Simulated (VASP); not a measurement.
# SbPb (Fm-3m) in VASP: notebook

SbPb is run at these levels: LDA; tasks: single point.

Program: VASP 6.6.1. These are calculated values, not measurements. Logs are shortened: lines on timing, memory, paths and dates and some standing lists are left out, and cuts for length are marked.

**1. The cell of the first run**

The structure is cubic, space group Fm-3m (No. 225). Conventional cell: a = 6.322 Å, b = 6.322 Å, c = 6.322 Å, α = 90.00°, β = 90.00°, γ = 90.00°. Within 4.2 Å of Sb (site symmetry m-3m) lie 6 Pb at 3.16 Å. Within 4.2 Å of Pb (site symmetry m-3m) lie 6 Sb at 3.16 Å.

**2. Single point, LDA**

File INCAR:

```
PREC = Accurate
ENCUT = 520
EDIFF = 1E-7
ISMEAR = 1
SIGMA = 0.1
LREAL = F
LASPH = T
NELM = 80
ALGO = Normal
ISIF = 2
LWAVE = F
LCHARG = F
GGA = CA
NBANDS = 16
```

File KPOINTS:

```
Automatic mesh
0
Gamma
  5 5 5
```

File POSCAR:

```
SbPb
1.0
    0.0000000000      3.1612430000      3.1612430000
    3.1612430000      0.0000000000      3.1612430000
    3.1612430000      3.1612430000      0.0000000000
Sb Pb
1 1
Direct
    0.5000000000      0.5000000000      0.5000000000
    0.0000000000      0.0000000000      0.0000000000
```

Potentials or basis: VASP PAW LDA potentials, release 64 (Sb, Pb_d).

On the command line:

```bash
> cat potpaw_LDA.64/Sb/POTCAR potpaw_LDA.64/Pb_d/POTCAR > POTCAR
> mpirun -np 1 vasp_std > vasp.out
```

OUTCAR:

```text
PREC = Accurate
   ENCUT = 520
   EDIFF = 1E-7
   ISMEAR = 1
   LREAL = F
   LASPH = T
   NELM = 80
   ISIF = 2
   GGA = CA

 ion  position               nearest neighbor table
   1  0.500  0.500  0.500-   2 3.16   2 3.16   2 3.16   2 3.16   2 3.16   2 3.16
   2  0.000  0.000  0.000-   1 3.16   1 3.16   1 3.16   1 3.16   1 3.16   1 3.16

  LATTYP: Found a face centered cubic cell.
 ALAT       =     6.3224860000

  Lattice vectors:

 A1 = (   0.0000000000,   3.1612430000,   3.1612430000)
 A2 = (   3.1612430000,   0.0000000000,   3.1612430000)
 A3 = (   3.1612430000,   3.1612430000,   0.0000000000)

Analysis of symmetry for initial positions (statically):
=====================================================================
 Subroutine PRICEL returns:
 Original cell was already a primitive cell.

 Routine SETGRP: Setting up the symmetry group for a
 face centered cubic supercell.

 Subroutine GETGRP returns: Found 48 space group operations
 (whereof 48 operations were pure point group operations)
 out of a pool of 48 trial point group operations.

The static configuration has the point symmetry O_h .

Analysis of symmetry for dynamics (positions and initial velocities):
=====================================================================
 Subroutine PRICEL returns:
 Original cell was already a primitive cell.

 Routine SETGRP: Setting up the symmetry group for a
 face centered cubic supercell.

 Subroutine GETGRP returns: Found 48 space group operations
 (whereof 48 operations were pure point group operations)
 out of a pool of 48 trial point group operations.

The dynamic configuration has the point symmetry O_h .

 Subroutine INISYM returns: Found 48 space group operations
 (whereof 48 operations are pure point group operations),
 and found     1 'primitive' translations

----------------------------------------------------------------------------------------

                                     Primitive cell

  volume of cell :      63.1835

  direct lattice vectors                    reciprocal lattice vectors
     0.000000000  3.161243000  3.161243000    -0.158165633  0.158165633  0.158165633
     3.161243000  0.000000000  3.161243000     0.158165633 -0.158165633  0.158165633
     3.161243000  3.161243000  0.000000000     0.158165633  0.158165633 -0.158165633

  length of vectors
     4.470672725  4.470672725  4.470672725     0.273950912  0.273950912  0.273950912

  position of ions in fractional coordinates (direct lattice)
     0.500000000  0.500000000  0.500000000
     0.000000000  0.000000000  0.000000000

  ion indices of the primitive-cell ions
   primitive index   ion index
                 1           1
                 2           2

----------------------------------------------------------------------------------------

 KPOINTS: Automatic mesh

Automatic generation of k-mesh.
 Grid dimensions read from file:
 generate k-points for:    5    5    5

 Generating k-lattice:

  Cartesian coordinates                     Fractional coordinates (reciprocal lattice)
    -0.031633127  0.031633127  0.031633127     0.200000000  0.000000000  0.000000000
     0.031633127 -0.031633127  0.031633127     0.000000000  0.200000000  0.000000000
     0.031633127  0.031633127 -0.031633127     0.000000000  0.000000000  0.200000000

  Length of vectors
     0.054790182  0.054790182  0.054790182

  Shift w.r.t. Gamma in fractional coordinates (k-lattice)
     0.000000000  0.000000000  0.000000000

 Subroutine IBZKPT returns following result:
 ===========================================

 Found     10 irreducible k-points:

 Following reciprocal coordinates:
            Coordinates               Weight
  0.000000  0.000000  0.000000      1.000000
  0.200000  0.000000  0.000000      8.000000
  0.400000  0.000000  0.000000      8.000000
  0.200000  0.200000  0.000000      6.000000
  0.400000  0.200000  0.000000     24.000000
 -0.400000  0.200000  0.000000     24.000000
 -0.200000  0.200000  0.000000     12.000000
  0.400000  0.400000  0.000000      6.000000
 -0.400000  0.400000  0.000000     12.000000
 -0.400000  0.400000  0.200000     24.000000
   k-points           NKPTS =     10   k-points in BZ     NKDIM =     10   number of bands    NBANDS=     16
   number of dos      NEDOS =    301   number of ions     NIONS =      2
   total plane-waves  NPLWV =  46656
   dimension x,y,z NGX =    36 NGY =   36 NGZ =   36
   dimension x,y,z NGXF=    72 NGYF=   72 NGZF=   72
   ions per type =               1   1
   NGX,Y,Z   is equivalent  to a cutoff of  13.39, 13.39, 13.39 a.u.
   NGXF,Y,Z  is equivalent  to a cutoff of  26.77, 26.77, 26.77 a.u.
 SYSTEM =  unknown system
   PREC   = accura    normal or accurate (medium, high low for compatibility)
   ISTART =      0    job   : 0-new  1-cont  2-samecut
   ICHARG =      2    charge: 1-file 2-atom 10-const
   ISPIN  =      1    spin polarized calculation?
   LNONCOLLINEAR =      F non collinear calculations
   LSORBIT =      F    spin-orbit coupling
   LASPH  =      T    aspherical Exc in radial PAW
   ENCUT  =  520.0 eV  38.22 Ry    6.18 a.u.   8.31  8.31  8.31*2*pi/ulx,y,z
   NELM   =     80;   NELMIN=  2; NELMDL= -5     # of ELM steps
   EDIFF  = 0.1E-06   stopping-criterion for ELM
   LREAL  =      F    real-space projection
   EDIFFG = 0.1E-05   stopping-criterion for IOM
   NSW    =      0    number of steps for IOM
   IBRION =     -1    ionic relax: 0-MD 1-quasi-New 2-CG
   NFREE  =      0    steps in history (QN), initial steepest desc. (CG)
   ISIF   =      2    stress and relaxation
   ISYM   =      2    0-nonsym 1-usesym 2-fastsym
   POTIM  = 0.5000    time-step for ionic-motion
   TEBEG  =    0.0;   TEEND  =   0.0 temperature during run
   PSTRESS=    0.0 pullay stress
   NELECT =      19.0000    total number of electrons
   NUPDOWN=      -1.0000    fix difference up-down
   EMIN   =  10.00;   EMAX   =-10.00  energy-range for DOS
   EFERMI =   0.00;   METHOD = LEGACY
   ISMEAR =     1;   SIGMA  =   0.10  broadening in eV -4-tet -1-fermi 0-gaus
   EFERMI_NEDOS =   21; number of points for ismear=-14 and -15
   IALGO  =     38    algorithm
   IMIX   =      4    mixing-type and parameters
     AMIX     =   0.40;   BMIX     =  1.00
     AMIX_MAG =   1.60;   BMIX_MAG =  1.00
  volume/ion in A,a.u.               =      31.59       213.19
  Fermi-wavevector in a.u.,A,eV,Ry     =   1.096793  2.072639 16.367206  1.202956
  Thomas-Fermi vector in A             =   2.233142
   LORBIT       =      0    0 simple, 1 ext, 2 COOP (PROOUT), +10 PAW based schemes
   GGA     = CA    functional components
   LHFCALC =     F    Hartree Fock is set to
   AEXX    =    0.0000 exact exchange contribution
   IVDW    =     0    specifies the selected vdW correction
   LEPSILON=     F    determine dielectric tensor
   LRPA    =     F    only Hartree local field effects (RPA)
 non-spin polarized calculation
 Methfessel and Paxton  Order N= 1 SIGMA  =   0.10
  energy-cutoff  :      520.00
  volume of cell :       63.18
 maximum number of plane-waves:      1714
 NGX is ok and might be reduce to    36
   NGX = 17   NGY = 17   NGZ = 17

 number of electron      18.9999998 magnetization

 Free energy of the ion-electron system (eV)
  ---------------------------------------------------
  ext. energy  EPLUGINS =         0.00000000
  ---------------------------------------------------
  free energy    TOTEN  =        -8.88213347 eV

  energy without entropy =       -8.88322607  energy(sigma->0) =       -8.88249767

 E-fermi :   6.2203     XC(G=0):  -9.8518

 val. band max:        6.1846296668   @ k =   0.2000   0.0000   0.0000
 cond. band min:       6.2662549270   @ k =   0.2000   0.2000   0.0000
 fundamental gap:      0.0816252602
 Fermi energy:         6.2203099284

 k-point     1 :       0.0000    0.0000    0.0000
  band No.  band energies     occupation
      1     -10.5563      2.00000
      2     -10.5563      2.00000
      3     -10.5311      2.00000
      4     -10.5311      2.00000
      5     -10.5311      2.00000
      6      -5.4874      2.00000
      7       2.0001      2.00000
      8       5.4983      2.00000
      9       5.4983      2.00000
     10       5.4983      2.00000
     11      10.6474      0.00000
     12      10.6474      0.00000
     13      10.6474      0.00000
     14      12.0026      0.00000
     15      12.0026      0.00000
     16      12.0026      0.00000

 k-point     2 :       0.2000    0.0000    0.0000
  band No.  band energies     occupation
      1     -10.5626      2.00000
      2     -10.5626      2.00000
      3     -10.5303      2.00000
      4     -10.5243      2.00000
      5     -10.5243      2.00000
      6      -5.0614      2.00000
      7       0.5405      2.00000
      8       5.6260      2.00000
      9       5.6260      2.00000
     10       6.1846      1.56340
     11       9.1973      0.00000
     12       9.3011      0.00000
     13       9.3011      0.00000
     14      11.8625      0.00000
     15      12.7535      0.00000
     16      12.7535      0.00000

 k-point     3 :       0.4000    0.0000    0.0000
  band No.  band energies     occupation
      1     -10.5745      2.00000
      2     -10.5745      2.00000
      3     -10.5293      2.00000
      4     -10.5115      2.00000
      5     -10.5115      2.00000
      6      -3.8150      2.00000
      7      -1.7994      2.00000
      8       6.0686      2.05372
      9       6.0686      2.05372
     10       6.7791     -0.00000
     11       7.6795     -0.00000
     12       7.6795     -0.00000
     13       7.6890     -0.00000
     14      13.8581      0.00000
     15      14.7180      0.00000
     16      14.7180      0.00000

 k-point     4 :       0.2000    0.2000    0.0000
  band No.  band energies     occupation
      1     -10.5778      2.00000
      2     -10.5512      2.00000
      3     -10.5359      2.00000
      4     -10.5198      2.00000
      5     -10.5198      2.00000
      6      -4.9227      2.00000
      7       0.6291      2.00000
      8       4.7079      2.00000
      9       4.7079      2.00000
     10       6.2663      0.30596
     11       8.6247      0.00000
     12      10.4030      0.00000
     13      11.0784      0.00000
     14      11.0784      0.00000
     15      13.8982      0.00000
     16      13.8982      0.00000

 k-point     5 :       0.4000    0.2000    0.0000
  band No.  band energies     occupation
      1     -10.5930      2.00000
      2     -10.5570      2.00000
      3     -10.5338      2.00000
      4     -10.5122      2.00000
      5     -10.5079      2.00000
      6      -3.9765      2.00000
      7      -0.9195      2.00000
      8       4.3459      2.00000
      9       4.5266      2.00000
     10       4.7868      2.00000
     11       9.9513      0.00000
     12      10.2390      0.00000
     13      10.3821      0.00000
     14      11.0479      0.00000
     15      15.5219      0.00000
     16      15.7123      0.00000

 k-point     6 :      -0.4000    0.2000    0.0000
  band No.  band energies     occupation
      1     -10.5879      2.00000
      2     -10.5695      2.00000
      3     -10.5242      2.00000
      4     -10.5139      2.00000
      5     -10.5076      2.00000
      6      -2.9497      2.00000
      7      -2.3066      2.00000
      8       3.4138      2.00000
      9       5.2118      2.00000
     10       5.5493      2.00000
     11       8.7846      0.00000
     12       9.0012      0.00000
     13      11.2042      0.00000
     14      13.3674      0.00000
     15      14.1376      0.00000
     16      14.6026      0.00000

 k-point     7 :      -0.2000    0.2000    0.0000
  band No.  band energies     occupation
      1     -10.5720      2.00000
      2     -10.5695      2.00000
      3     -10.5274      2.00000
      4     -10.5187      2.00000
      5     -10.5156      2.00000
      6      -4.3642      2.00000
      7      -0.6194      2.00000
      8       3.8407      2.00000
      9       6.3988     -0.03006
     10       6.8527     -0.00000
     11       7.7048     -0.00000
     12       7.9574     -0.00000
     13      11.1682      0.00000
     14      12.4261      0.00000
     15      12.9196      0.00000
     16      15.2557      0.00000

 k-point     8 :       0.4000    0.4000    0.0000
  band No.  band energies     occupation
      1     -10.6204      2.00000
      2     -10.5437      2.00000
      3     -10.5429      2.00000
      4     -10.4999      2.00000
      5     -10.4999      2.00000
      6      -3.4802      2.00000
      7      -0.4559      2.00000
      8       2.3232      2.00000
      9       3.7562      2.00000
     10       3.7562      2.00000
     11       9.3900      0.00000
     12      12.3258      0.00000
     13      12.3258      0.00000
     14      13.2890      0.00000
     15      16.0704      0.00000
     16      16.2657      0.00000

 k-point     9 :      -0.4000    0.4000    0.0000
  band No.  band energies     occupation
      1     -10.6162      2.00000
      2     -10.5509      2.00000
      3     -10.5369      2.00000
      4     -10.5029      2.00000
      5     -10.4994      2.00000
      6      -2.8018      2.00000
      7      -1.4522      2.00000
      8       1.8509      2.00000
      9       3.9972      2.00000
     10       4.2239      2.00000
     11      10.2591      0.00000
     12      11.2109      0.00000
     13      11.5359      0.00000
     14      13.7444      0.00000
     15      15.6503      0.00000
     16      15.7067      0.00000

 k-point    10 :      -0.4000    0.4000    0.2000
  band No.  band energies     occupation
      1     -10.6032      2.00000
      2     -10.5595      2.00000
      3     -10.5285      2.00000
      4     -10.5139      2.00000
      5     -10.5001      2.00000
      6      -2.9458      2.00000
      7      -1.6751      2.00000
      8       2.8551      2.00000
      9       2.8703      2.00000
     10       6.3030      0.00659
     11       8.4483      0.00000
     12      11.1882      0.00000
     13      12.1742      0.00000
     14      13.0521      0.00000
     15      13.9145      0.00000
     16      16.4244      0.00000

------------------------ aborting loop because EDIFF is reached ----------------------------------------

  FORCE on cell =-STRESS in cart. coord.  units (eV):
  Direction    XX          YY          ZZ          XY          YZ          ZX
  --------------------------------------------------------------------------------------
  -------------------------------------------------------------------------------------
  Total       -1.0091151     -1.0091151     -1.0091151     -0.0000000      0.0000000      0.0000000
  in kB      -25.5886654    -25.5886654    -25.5886654     -0.0000000      0.0000000      0.0000000
  external PRESSURE =     -25.5886654 kB  Pullay stress =       0.0000000 kB

 VOLUME and BASIS-vectors are now :
 -----------------------------------------------------------------------------
  energy-cutoff  :      520.00
  volume of cell :       63.18
      direct lattice vectors                 reciprocal lattice vectors
     0.000000000  3.161243000  3.161243000    -0.158165633  0.158165633  0.158165633
     3.161243000  0.000000000  3.161243000     0.158165633 -0.158165633  0.158165633
     3.161243000  3.161243000  0.000000000     0.158165633  0.158165633 -0.158165633

 POSITION                                       TOTAL-FORCE (eV/Angst)
 -----------------------------------------------------------------------------------
      3.16124      3.16124      3.16124        -0.000000     -0.000000     -0.000000
      0.00000      0.00000      0.00000         0.000000      0.000000      0.000000
 -----------------------------------------------------------------------------------
    total drift:                               -0.000000      0.000000      0.000000

  FREE ENERGIE OF THE ION-ELECTRON SYSTEM (eV)
  ---------------------------------------------------
  free  energy   TOTEN  =        -8.8821334681 eV

  energy  without entropy=       -8.8832260737  energy(sigma->0) =       -8.88249767
```

Wall time 22 s (1 thread of Intel Xeon 6975P-C, shared host); peak memory 0.14 GiB.

Results:

```
Free energy : -8.8821 eV
Pressure    : -2.6 GPa
```

Caveat: spin-orbit coupling is left out, which moves the levels of the heavy elements.

**3. Single point, LDA**

File INCAR:

```
SYSTEM = SbPb
ALGO     = Normal         ! electronic algorithm
EDIFF    = 1E-7           ! SCF threshold, eV
ENCUT    = 520            ! plane-wave cutoff, eV
GGA      = CA             ! functional
ISIF     = 2              ! what is computed and relaxed
ISMEAR   = 1              ! smearing method
LASPH    = .True.         ! aspherical terms in the spheres
LCHARG   = .True.         ! write CHGCAR
LELF     = .True.         ! ELF
LREAL    = .False.        ! projectors in reciprocal space
LVHAR    = .True.       
LWAVE    = .False.        ! write WAVECAR
NBANDS   = 16             ! bands
NELM     = 60             ! most SCF steps
PREC     = Accurate       ! precision mode
SIGMA    = 0.1            ! smearing width, eV
```

File KPOINTS:

```
k-points
0
Gamma
  5 5 5
  0 0 0
```

POSCAR is that of step 2.

Potentials or basis: VASP PAW LDA potentials, release 64 (Sb, Pb_d).

On the command line:

```bash
> cat potpaw_LDA.64/Sb/POTCAR potpaw_LDA.64/Pb_d/POTCAR > POTCAR
> mpirun -np 1 vasp_std > vasp.out
```

It took 26 s on 1 thread of Intel Xeon 6975P-C, shared host; peak memory 0.14 GiB.

Results (log left out):

* Free energy: -8.8821 eV
* Pressure: -2.6 GPa

Levels at points of the mesh, in eV from the Fermi level:
| k point | band 6 | band 7 | band 8 | band 9 | band 10 | band 11 | band 12 | band 13 | band 14 | band 15 |
| --- | --- | --- | --- | --- | --- | --- | --- | --- | --- | --- |
| (0.00, 0.00, 0.00) | -11.71 | -4.22 | -0.72 | -0.72 | -0.72 | 4.43 | 4.43 | 4.43 | 5.78 | 5.78 |

Caveat: spin-orbit coupling is left out, which moves the levels of the heavy elements.
